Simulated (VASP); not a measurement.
# VH2 (Fm-3m) in VASP: further runs

VH2 is run at these levels: PBEsol; tasks: single point.

Program: VASP 6.6.1. These are calculated values, not measurements. Logs are shortened: lines on timing, memory, paths and dates and some standing lists are left out, and cuts for length are marked.

## (1) The cell of the first run

It takes space group Fm-3m (No. 225, cubic). The conventional cell has a = 4.271 Å, b = 4.271 Å, c = 4.271 Å, α = 90.00°, β = 90.00°, γ = 90.00°. V (site symmetry m-3m) has 8 H at 1.85 Å within 2.5 Å. H (site symmetry -43m) has 4 V at 1.85 Å and 6 H at 2.14 Å within 2.5 Å.

## (2) Single point, PBEsol, collinear spin, ferromagnetic start

The input, INCAR:

```
ALGO = Normal
EDIFF = 1E-6
ENCUT = 520
GGA = PS
ISIF = 2
ISMEAR = -1
ISPIN = 2
LASPH = T
LCHARG = F
LMAXMIX = 4
LORBIT = 11
LREAL = F
LWAVE = F
MAGMOM = 1 0 0
NBANDS = 18
NELM = 150
PREC = Accurate
SIGMA = 0.1
```

The input, KPOINTS:

```
k-points
0
Gamma
  3 3 3
```

The input, POSCAR:

```
VH2
1.0
    0.0000000000      2.1355000000      2.1355000000
    2.1355000000      0.0000000000      2.1355000000
    2.1355000000      2.1355000000      0.0000000000
V H
1 2
Direct
    0.0000000000      0.0000000000      0.0000000000
    0.2500000000      0.2500000000      0.2500000000
    0.7500000000      0.7500000000      0.7500000000
```

Potentials or basis: VASP PAW PBE potentials, release 64 (V_sv, H).

Launch:

```sh
> cat potpaw_PBE.64/V_sv/POTCAR potpaw_PBE.64/H/POTCAR > POTCAR
> mpirun -np 1 vasp_std > vasp.out
```

OUTCAR:

```text
EDIFF = 1E-6
   ENCUT = 520
   GGA = PS
   ISIF = 2
   ISMEAR = -1
   ISPIN = 2
   LASPH = T
   LORBIT = 11
   LREAL = F
   NELM = 150
   PREC = Accurate

 ion  position               nearest neighbor table
   1  0.000  0.000  0.000-   3 1.85   3 1.85   3 1.85   2 1.85   2 1.85   2 1.85   3 1.85   2 1.85

   2  0.250  0.250  0.250-   1 1.85   1 1.85   1 1.85   1 1.85
   3  0.750  0.750  0.750-   1 1.85   1 1.85   1 1.85   1 1.85

  LATTYP: Found a face centered cubic cell.
 ALAT       =     4.2710000000

  Lattice vectors:

 A1 = (   0.0000000000,   2.1355000000,   2.1355000000)
 A2 = (   2.1355000000,   0.0000000000,   2.1355000000)
 A3 = (   2.1355000000,   2.1355000000,   0.0000000000)

Analysis of symmetry for initial positions (statically):
=====================================================================
 Subroutine PRICEL returns:
 Original cell was already a primitive cell.

 Routine SETGRP: Setting up the symmetry group for a
 face centered cubic supercell.

 Subroutine GETGRP returns: Found 48 space group operations
[... 9 lines left out ...]

 Routine SETGRP: Setting up the symmetry group for a
 face centered cubic supercell.

 Subroutine GETGRP returns: Found 48 space group operations
 (whereof 48 operations were pure point group operations)
 out of a pool of 48 trial point group operations.

The dynamic configuration has the point symmetry O_h .

Analysis of structural, dynamic, and magnetic symmetry:
=====================================================================
 Subroutine PRICEL returns:
 Original cell was already a primitive cell.

 Routine SETGRP: Setting up the symmetry group for a
 face centered cubic supercell.

 Subroutine GETGRP returns: Found 48 space group operations
 (whereof 48 operations were pure point group operations)
 out of a pool of 48 trial point group operations.

The overall configuration has the point symmetry O_h .

 Subroutine INISYM returns: Found 48 space group operations
[... 5 lines left out ...]
                                     Primitive cell

  volume of cell :      19.4773

  direct lattice vectors                    reciprocal lattice vectors
     0.000000000  2.135500000  2.135500000    -0.234137204  0.234137204  0.234137204
     2.135500000  0.000000000  2.135500000     0.234137204 -0.234137204  0.234137204
     2.135500000  2.135500000  0.000000000     0.234137204  0.234137204 -0.234137204

  length of vectors
     3.020053062  3.020053062  3.020053062     0.405537534  0.405537534  0.405537534

  position of ions in fractional coordinates (direct lattice)
     0.000000000  0.000000000  0.000000000
     0.250000000  0.250000000  0.250000000
[... 86 lines left out ...]
   IVDW    =     0    specifies the selected vdW correction
   LEPSILON=     F    determine dielectric tensor
   LRPA    =     F    only Hartree local field effects (RPA)
 spin polarized calculation
  energy-cutoff  :      520.00
  volume of cell :       19.48
 maximum number of plane-waves:       531
 NGX is ok and might be reduce to    24
   NGX = 11   NGY = 11   NGZ = 11

 number of electron      15.0000005 magnetization      -0.0270316

 number of electron      15.0000005 magnetization       0.2876397

 Free energy of the ion-electron system (eV)
  ---------------------------------------------------
  ext. energy  EPLUGINS =         0.00000000
  ---------------------------------------------------
  free energy    TOTEN  =       -16.98119481 eV

  energy without entropy =      -16.92572948  energy(sigma->0) =      -16.95346215

 E-fermi :   8.2723     XC(G=0): -12.2841

 val. band max:        8.2265943919   @ k =  -0.3333   0.3333   0.0000
 cond. band min:       8.5124879782   @ k =   0.0000   0.0000   0.0000
 fundamental gap:      0.2858935864
 Fermi energy:         8.2723037176

 spin component 1

 k-point     1 :       0.0000    0.0000    0.0000
  band No.  band energies     occupation
      1     -56.4660      1.00000
      2     -30.2743      1.00000
      3     -30.2743      1.00000
      4     -30.2742      1.00000
      5      -3.3972      1.00000
      6       6.9503      1.00000
[... 60 lines left out ...]
      4     -30.3487      1.00000
      5       1.3363      1.00000
      6       2.2006      1.00000
[... 10 lines left out ...]
     17      30.3703      0.00000
     18      35.5933      0.00000
 Fermi energy:         8.2723037176

 spin component 2

 k-point     1 :       0.0000    0.0000    0.0000
  band No.  band energies     occupation
      1     -56.1941      1.00000
      2     -30.0049      1.00000
      3     -30.0049      1.00000
      4     -30.0049      1.00000
      5      -3.3480      1.00000
      6       7.0772      0.99999
[... 61 lines left out ...]
      5       1.3790      1.00000
      6       2.2386      1.00000
[... 10 lines left out ...]
     17      30.4537      0.00000
     18      35.7064      0.00000

------------------------ aborting loop because EDIFF is reached ----------------------------------------

  FORCE on cell =-STRESS in cart. coord.  units (eV):
  Direction    XX          YY          ZZ          XY          YZ          ZX
  --------------------------------------------------------------------------------------
  -------------------------------------------------------------------------------------
  Total       -1.3274108     -1.3274108     -1.3274108     -0.0000000      0.0000000      0.0000000
  in kB     -109.1910917   -109.1910917   -109.1910917     -0.0000000      0.0000000      0.0000000
  external PRESSURE =    -109.1910917 kB  Pullay stress =       0.0000000 kB

 VOLUME and BASIS-vectors are now :
 -----------------------------------------------------------------------------
  energy-cutoff  :      520.00
  volume of cell :       19.48
      direct lattice vectors                 reciprocal lattice vectors
     0.000000000  2.135500000  2.135500000    -0.234137204  0.234137204  0.234137204
     2.135500000  0.000000000  2.135500000     0.234137204 -0.234137204  0.234137204
     2.135500000  2.135500000  0.000000000     0.234137204  0.234137204 -0.234137204

 POSITION                                       TOTAL-FORCE (eV/Angst)
 -----------------------------------------------------------------------------------
      0.00000      0.00000      0.00000         0.000000     -0.000000      0.000000
      1.06775      1.06775      1.06775        -0.000000     -0.000000     -0.000000
      3.20325      3.20325      3.20325         0.000000      0.000000      0.000000
 -----------------------------------------------------------------------------------
    total drift:                               -0.000000      0.000000      0.000000

  FREE ENERGIE OF THE ION-ELECTRON SYSTEM (eV)
  ---------------------------------------------------
  free  energy   TOTEN  =       -16.9811948090 eV

  energy  without entropy=      -16.9257294813  energy(sigma->0) =      -16.95346215

 total charge

# of ion       s       p       d       tot
------------------------------------------
    1        2.208   6.218   3.166  11.593
    2        0.559   0.026   0.000   0.585
    3        0.559   0.026   0.000   0.585
--------------------------------------------------
tot          3.326   6.269   3.166  12.762

 magnetization (x)

# of ion       s       p       d       tot
------------------------------------------
    1        0.001   0.003   0.268   0.272
    2       -0.003   0.000   0.000  -0.003
    3       -0.003   0.000   0.000  -0.003
--------------------------------------------------
tot         -0.005   0.003   0.268   0.266
```

OSZICAR:

```text
N       E                     dE             d eps       ncg     rms          rms(c)
DAV:   1     0.108992472343E+03    0.10899E+03   -0.74274E+03   288   0.906E+02
DAV:   2    -0.168006303163E+02   -0.12579E+03   -0.11847E+03   296   0.278E+02
DAV:   3    -0.195470754419E+02   -0.27464E+01   -0.27285E+01   330   0.432E+01
DAV:   4    -0.195586745511E+02   -0.11599E-01   -0.11598E-01   336   0.300E+00
DAV:   5    -0.195587655861E+02   -0.91035E-04   -0.91033E-04   314   0.253E-01    0.246E+01
DAV:   6    -0.170377106891E+02    0.25211E+01   -0.25598E+00   304   0.291E+01    0.361E+00
DAV:   7    -0.169945123517E+02    0.43198E-01   -0.27268E-01   296   0.531E+00    0.305E+00
DAV:   8    -0.169800656303E+02    0.14447E-01   -0.10352E-02   304   0.103E+00    0.155E+00
DAV:   9    -0.169808076025E+02   -0.74197E-03   -0.34750E-03   302   0.570E-01    0.352E-01
DAV:  10    -0.169811347121E+02   -0.32711E-03   -0.45628E-04   306   0.235E-01    0.117E-01
DAV:  11    -0.169811887298E+02   -0.54018E-04   -0.98619E-05   306   0.868E-02    0.402E-02
DAV:  12    -0.169811934665E+02   -0.47367E-05   -0.12426E-05   324   0.387E-02    0.134E-02
DAV:  13    -0.169811948103E+02   -0.13438E-05   -0.15500E-06   296   0.134E-02    0.387E-03
DAV:  14    -0.169811948090E+02    0.13106E-08   -0.85765E-08   172   0.289E-03
   1 F= -.16981195E+02 E0= -.16953462E+02  d E =-.554653E-01  mag=     0.2876
```

stdout:

```text
POSCAR found type information on POSCAR V H
 POSCAR found :  2 types and       3 ions
 scaLAPACK will be used
 -----------------------------------------------------------------------------
|                                                                             |
|                                                                             |
|     You enforced a specific xc type in the INCAR file but a different       |
|     I HOPE YOU KNOW WHAT YOU ARE DOING!                                     |
|                                                                             |
 -----------------------------------------------------------------------------

 LDA part: xc-table for (Slater+PW92), standard interpolation
 POSCAR, INCAR and KPOINTS ok, starting setup
 FFT: planning ... GRIDC
 FFT: planning ... GRID_SOFT
 FFT: planning ... GRID
 WAVECAR not read
 entering main loop
```

It used 8.1 s of CPU time on 1 thread of AMD EPYC 7R13 Processor (Zen 3), with other jobs on the host.

Results:

```yaml
Free_energy: -16.9812 eV
Pressure: -10.9 GPa
Net_moment: 0.29 μB per cell
Site_moments: V +0.27; H -0.00 μB
Valence_electrons_inside_the_program's_atomic_spheres: V 11.59; H 0.58
```

Caveat: the k points lie up to 0.85 Å⁻¹ apart; the PAW data sets were made with another functional, which shifts forces and pressure a little.

## (3) Single point, PBEsol, collinear spin, ferromagnetic start

The input, INCAR:

```
  PREC = Accurate
  ENCUT = 520
  EDIFF = 1E-6
  ISMEAR = -1
  SIGMA = 0.1
  LREAL = F
  LASPH = T
  NELM = 150
  ALGO = Normal
  ISIF = 2
  LWAVE = F
  LCHARG = F
  ISPIN = 2
  MAGMOM = 1 0 0
  LORBIT = 11
  LMAXMIX = 4
  GGA = PS
  NBANDS = 18
```

The input, KPOINTS:

```
regular mesh
0
Gamma
  4 4 4
```

POSCAR is that of step 2.

Potentials or basis: VASP PAW PBE potentials, release 64 (V_sv, H).

Launch:

```sh
> cat potpaw_PBE.64/V_sv/POTCAR potpaw_PBE.64/H/POTCAR > POTCAR
> mpirun -np 1 vasp_std > vasp.out
```

Wall time 11 s (1 thread of AMD EPYC 7R13 (Zen 3), shared host); peak memory 0.11 GiB.

The run converged. Its results:

* Free energy: -16.9657 eV
* Pressure: -10.2 GPa
* Net moment: 0.55 μB per cell
* Site moments: V +0.51; H -0.01 μB
* Valence electrons inside the program's atomic spheres: V 11.59; H 0.59

Levels at points of the mesh, in eV from the Fermi level:
Spin up:
```
           k point  band 5  band 6  band 7  band 8  band 9  band 10  band 11  band 12
(0.00, 0.00, 0.00)  -11.35   -1.11   -1.11   -1.11    0.52     0.52     1.25    15.77
(0.50, 0.00, 0.00)   -7.79   -5.57   -1.00   -1.00    1.27     1.27     3.92     7.67
(0.50, 0.50, 0.00)   -6.33   -5.57   -3.66    1.34    1.39     1.39     6.52     7.59
```
Spin down:
```tsv
k point	band 5	band 6	band 7	band 8	band 9	band 10
(0.00, 0.00, 0.00)	-11.24	-0.72	-0.72	-0.72	1.05	1.05
(0.50, 0.00, 0.00)	-7.65	-5.49	-0.57	-0.57	1.76	1.76
(0.50, 0.50, 0.00)	-6.16	-5.49	-3.34	1.84	1.84	1.89
```

Caveat: the k points lie up to 0.64 Å⁻¹ apart; the PAW data sets were made with another functional, which shifts forces and pressure a little.

## (4) Single point, PBEsol, collinear spin, ferromagnetic start

The input, INCAR:

```
SYSTEM = VH2
PREC     = Accurate       ! precision mode
ENCUT    = 520            ! plane-wave cutoff, eV
EDIFF    = 1E-6           ! SCF threshold, eV
ISMEAR   = -1             ! smearing method
SIGMA    = 0.1            ! smearing width, eV
LREAL    = .False.        ! projectors in reciprocal space
LASPH    = .True.         ! aspherical terms in the spheres
NELM     = 150            ! most SCF steps
ALGO     = Normal         ! electronic algorithm
ISIF     = 2              ! what is computed and relaxed
LWAVE    = .False.        ! write WAVECAR
LCHARG   = .False.        ! write CHGCAR
ISPIN    = 2              ! spin polarisation
MAGMOM   = 1 0 0          ! initial moments
LORBIT   = 11             ! projections on sites
LMAXMIX  = 4              ! l up to which the mixer works
GGA      = PS             ! functional
NBANDS   = 18             ! bands
```

The input, KPOINTS:

```
regular mesh
0
Gamma
  5 5 5
  0 0 0
```

POSCAR is that of step 3.

Launch:

```sh
> cat potpaw_PBE.64/V_sv/POTCAR potpaw_PBE.64/H/POTCAR > POTCAR
> mpirun -np 1 vasp_std > vasp.out
```

It took 21 s on 1 thread of AMD EPYC 7R13 (Zen 3), shared host; peak memory 0.11 GiB.

The run converged. Its results:

```
Free energy                                           : -17.0239 eV
Pressure                                              : -11.3 GPa
Net moment                                            : 0.29 μB per cell
Site moments                                          : V +0.27; H -0.00 μB
Valence electrons inside the program's atomic spheres : V 11.59; H 0.59
```

Levels at points of the mesh, in eV from the Fermi level:
Spin up:
| k point | band 5 | band 6 | band 7 | band 8 | band 9 | band 10 | band 11 | band 12 |
| --- | --- | --- | --- | --- | --- | --- | --- | --- |
| (0.00, 0.00, 0.00) | -11.25 | -0.97 | -0.97 | -0.97 | 0.70 | 0.70 | 1.33 | 15.83 |
Spin down:
```csv
k point,band 3,band 4,band 5,band 6,band 7,band 8,band 9,band 10,band 11,band 12
"(0.00, 0.00, 0.00)",-37.89,-37.89,-11.19,-0.75,-0.75,-0.75,0.96,0.96,1.32,15.82
```

Caveat: the k points lie up to 0.51 Å⁻¹ apart; the PAW data sets were made with another functional, which shifts forces and pressure a little.

(Part 1 of 2 ends here.)
